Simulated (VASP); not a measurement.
# Ga in VASP: single point with PBE

Aim: the single point of Ga with PBE.

Everything below comes from runs of VASP 6.6.1. Logs are shortened: lines on timing, memory, paths and dates and some standing lists are left out, and cuts for length are marked.

### Step 1. The cell of the first run

The cell holds a sheet with vacuum, 2 atoms: a = 2.855 Å, b = 2.855 Å, c = 29.172 Å, α = 90.00°, β = 90.00°, γ = 120.00°.

### Step 2. Single point, PBE

File INCAR:

```
SYSTEM = Ga
PREC = Accurate
ENCUT = 520
EDIFF = 1E-6
ISMEAR = 0
SIGMA = 0.1
LREAL = .False.
LASPH = .True.
NELM = 80
ALGO = Normal
ISIF = 2
LWAVE = .False.
LCHARG = .False.
LDIPOL = .True.
IDIPOL = 3
DIPOL = 0.5 0.5 0.291
GGA = PE
NBANDS = 20
```

File KPOINTS:

```
regular mesh
0
Gamma
  24 24 1
  0 0 0
```

File POSCAR:

```
Ga
1.0
    2.8547818243      0.0000002856      0.0000000000
   -1.4273911595      2.4723134393      0.0000000000
    0.0000000000      0.0000000000     29.1724358800
Ga
2
Direct
    0.0000000000      0.0000000000      0.3360269369
    0.0000000000      0.0000000000      0.2467149387
```

Potentials or basis: VASP PAW PBE potentials, release 64 (Ga_d).

Command:

```bash
cat potpaw_PBE.64/Ga_d/POTCAR > POTCAR
mpirun -np 1 vasp_std > vasp.out
```

OUTCAR:

```text
SYSTEM = Ga
   PREC = Accurate
   ENCUT = 520
   EDIFF = 1E-6
   ISMEAR = 0
   LREAL = .False.
   LASPH = .True.
   NELM = 80
   ISIF = 2
   GGA = PE

 ion  position               nearest neighbor table
   1  0.000  0.000  0.336-   2 2.61
   2  0.000  0.000  0.247-   1 2.61

  LATTYP: Found a hexagonal cell.
 ALAT       =     2.8547818243
 C/A-ratio  =    10.2187969783

  Lattice vectors:

 A1 = (   2.8547818243,   0.0000002856,   0.0000000000)
 A2 = (  -1.4273911595,   2.4723134393,   0.0000000000)
 A3 = (   0.0000000000,   0.0000000000,  29.1724358800)

Analysis of symmetry for initial positions (statically):
=====================================================================
 Subroutine PRICEL returns:
 Original cell was already a primitive cell.

 Routine SETGRP: Setting up the symmetry group for a
 hexagonal supercell.

 Subroutine GETGRP returns: Found 24 space group operations
 (whereof 12 operations were pure point group operations)
 out of a pool of 24 trial point group operations.

The static configuration has the point symmetry C_6v.
 The point group associated with its full space group is D_6h.

Analysis of symmetry for dynamics (positions and initial velocities):
=====================================================================
 Subroutine PRICEL returns:
 Original cell was already a primitive cell.

 Routine SETGRP: Setting up the symmetry group for a
 hexagonal supercell.

 Subroutine GETGRP returns: Found 24 space group operations
 (whereof 12 operations were pure point group operations)
 out of a pool of 24 trial point group operations.

The dynamic configuration has the point symmetry C_6v.
 The point group associated with its full space group is D_6h.

 Subroutine INISYM returns: Found 24 space group operations
 (whereof 12 operations are pure point group operations),
 and found     1 'primitive' translations

----------------------------------------------------------------------------------------

                                     Primitive cell

  volume of cell :     205.8966

  direct lattice vectors                    reciprocal lattice vectors
     2.854781824  0.000000286  0.000000000     0.350289445  0.202239752  0.000000000
    -1.427391159  2.472313439  0.000000000    -0.000000040  0.404479435  0.000000000
     0.000000000  0.000000000 29.172435880     0.000000000  0.000000000  0.034278934

  length of vectors
     2.854781824  2.854781824 29.172435880     0.404479435  0.404479435  0.034278934

[... 85 lines left out ...]
   NFREE  =      0    steps in history (QN), initial steepest desc. (CG)
   ISIF   =      2    stress and relaxation
   ISYM   =      2    0-nonsym 1-usesym 2-fastsym
   POTIM  = 0.5000    time-step for ionic-motion
   TEBEG  =    0.0;   TEEND  =   0.0 temperature during run
   PSTRESS=    0.0 pullay stress
   NELECT =      26.0000    total number of electrons
   NUPDOWN=      -1.0000    fix difference up-down
   EMIN   =  10.00;   EMAX   =-10.00  energy-range for DOS
   EFERMI =   0.00;   METHOD = LEGACY
   ISMEAR =     0;   SIGMA  =   0.10  broadening in eV -4-tet -1-fermi 0-gaus
   EFERMI_NEDOS =   21; number of points for ismear=-14 and -15
   IALGO  =     38    algorithm
   IMIX   =      4    mixing-type and parameters
     AMIX     =   0.40;   BMIX     =  1.00
     AMIX_MAG =   1.60;   BMIX_MAG =  1.00
  volume/ion in A,a.u.               =     102.95       694.73
  Fermi-wavevector in a.u.,A,eV,Ry     =   0.821327  1.552083  9.178197  0.674578
  Thomas-Fermi vector in A             =   1.932467
   LORBIT       =      0    0 simple, 1 ext, 2 COOP (PROOUT), +10 PAW based schemes
   GGA     = PE    functional components
   LHFCALC =     F    Hartree Fock is set to
   AEXX    =    0.0000 exact exchange contribution
   IVDW    =     0    specifies the selected vdW correction
   LEPSILON=     F    determine dielectric tensor
   LRPA    =     F    only Hartree local field effects (RPA)
 non-spin polarized calculation
 Gauss-broadening in eV      SIGMA  =   0.10
  energy-cutoff  :      520.00
  volume of cell :      205.90
 maximum number of plane-waves:      5585
 NGX is ok and might be reduce to    24
   NGX = 11   NGY = 11   NGZ =109

 dipolmoment           0.000000      0.000000     -0.000015 electrons x Angstroem

 number of electron      26.0000013 magnetization

 dipolmoment           0.000000      0.000000      0.000001 electrons x Angstroem

 Free energy of the ion-electron system (eV)
  ---------------------------------------------------
  ext. energy  EPLUGINS =         0.00000000
  ---------------------------------------------------
  free energy    TOTEN  =        -5.41446589 eV

  energy without entropy =       -5.40761099  energy(sigma->0) =       -5.41103844

 E-fermi :  -2.3948     XC(G=0):  -2.5420

 val. band max:       -2.4129113215   @ k =   0.2083   0.1667   0.0000
 cond. band min:      -2.3844204640   @ k =   0.3333   0.0000   0.0000
 fundamental gap:      0.0284908575
 Fermi energy:        -2.3947798203

 k-point     1 :       0.0000    0.0000    0.0000
  band No.  band energies     occupation
      1     -17.4597      2.00000
      2     -17.2473      2.00000
      3     -17.2420      2.00000
      4     -17.2420      2.00000
      5     -17.2237      2.00000
      6     -17.2237      2.00000
[... 541 lines left out ...]
     19       6.1655      0.00000
     20       6.3637      0.00000

 [... further k-points ...]

------------------------ aborting loop because EDIFF is reached ----------------------------------------

 vacuum level on the upper side and lower side of the slab       (xc-potential included)        -0.008        -0.008

  FORCE on cell =-STRESS in cart. coord.  units (eV):
  Direction    XX          YY          ZZ          XY          YZ          ZX
  --------------------------------------------------------------------------------------
  -------------------------------------------------------------------------------------
  Total       -0.4948317     -0.4948317      0.8156177      0.0000000     -0.0000000      0.0000000
  in kB       -3.8505160     -3.8505160      6.3467015      0.0000000     -0.0000000      0.0000000
  external PRESSURE =      -0.4514435 kB  Pullay stress =       0.0000000 kB

 VOLUME and BASIS-vectors are now :
 -----------------------------------------------------------------------------
  energy-cutoff  :      520.00
  volume of cell :      205.90
      direct lattice vectors                 reciprocal lattice vectors
     2.854781824  0.000000286  0.000000000     0.350289445  0.202239752  0.000000000
    -1.427391159  2.472313439  0.000000000    -0.000000040  0.404479435  0.000000000
     0.000000000  0.000000000 29.172435880     0.000000000  0.000000000  0.034278934

 POSITION                                       TOTAL-FORCE (eV/Angst)
 -----------------------------------------------------------------------------------
      0.00000      0.00000      9.80272        -0.000000      0.000000      0.313882
      0.00000      0.00000      7.19728         0.000000     -0.000000     -0.313882
 -----------------------------------------------------------------------------------
    total drift:                                0.000000      0.000000      0.000014

  FREE ENERGIE OF THE ION-ELECTRON SYSTEM (eV)
  ---------------------------------------------------
  free  energy   TOTEN  =        -5.4144658875 eV

  energy  without entropy=       -5.4076109878  energy(sigma->0) =       -5.41103844

 vacuum level on the upper side and lower side of the slab         1.767         1.767
```

stdout:

```text
POSCAR found type information on POSCAR Ga
 POSCAR found :  1 types and       2 ions
 scaLAPACK will be used
 LDA part: xc-table for (Slater+PW92), standard interpolation
 POSCAR, INCAR and KPOINTS ok, starting setup
 FFT: planning ... GRIDC
 FFT: planning ... GRID_SOFT
 FFT: planning ... GRID
 WAVECAR not read
 entering main loop
```

It took 7.6 min on 1 thread of AMD EPYC 7R13, shared host; peak memory 0.43 GiB.

What came out:

| Property | Result |
| --- | --- |
| Free energy | -5.4145 eV |
| Largest force | 0.314 eV/Å |
| Band gap on the k mesh | zero (band 13 reaches -1.81 eV, above the bottom of band 14 at -3.80 eV) |

Forces in eV/Å, atoms in the order of the input:
```
Ga   0.000  0.000  0.314
Ga   0.000  0.000 -0.314
```
